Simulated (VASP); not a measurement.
Input of a VASP 6.6.1 run:

INCAR

```
PREC = Accurate
ENCUT = 520
EDIFF = 1E-6
ISMEAR = 0
SIGMA = 0.1
LREAL = F
LASPH = T
NELM = 60
ALGO = Normal
ISIF = 2
LWAVE = F
LCHARG = F
GGA = PE
NBANDS = 24
```

File KPOINTS:

```
Automatic mesh
0
Gamma
  18 18 8
```

POSCAR

```
TaN
1.0
    2.9754657235      0.0000000000      0.0000000000
   -1.4877328617      2.5768289046      0.0000000000
    0.0000000000      0.0000000000      5.8729095934
Ta N
2 2
Direct
    0.0000000000      0.0000000000      0.0000000000
    0.0000000000      0.0000000000      0.5000000000
    0.3333333333      0.6666666667      0.2500000000
    0.6666666667      0.3333333333      0.7500000000
```

Potentials or basis: VASP PAW PBE potentials, release 64 (Ta_pv, N).

Run with:

```sh
$ cat potpaw_PBE.64/Ta_pv/POTCAR potpaw_PBE.64/N/POTCAR > POTCAR
$ mpirun -np 1 vasp_std > vasp.out
```

(1) Estimate the pressure.

(2) Estimate the band gap on the k mesh.

Answers

(1) -8.5 GPa.

(2) zero (bands 16 and 17 overlap by 0.90 eV).

Caveat: the cell differs from its parent crystal (biaxial strain in the a-b plane: +2.0 %, then relaxed in part); the stress differs along the axes, from -13 to 1 GPa; spin-orbit coupling is left out, which moves the levels of the heavy elements.
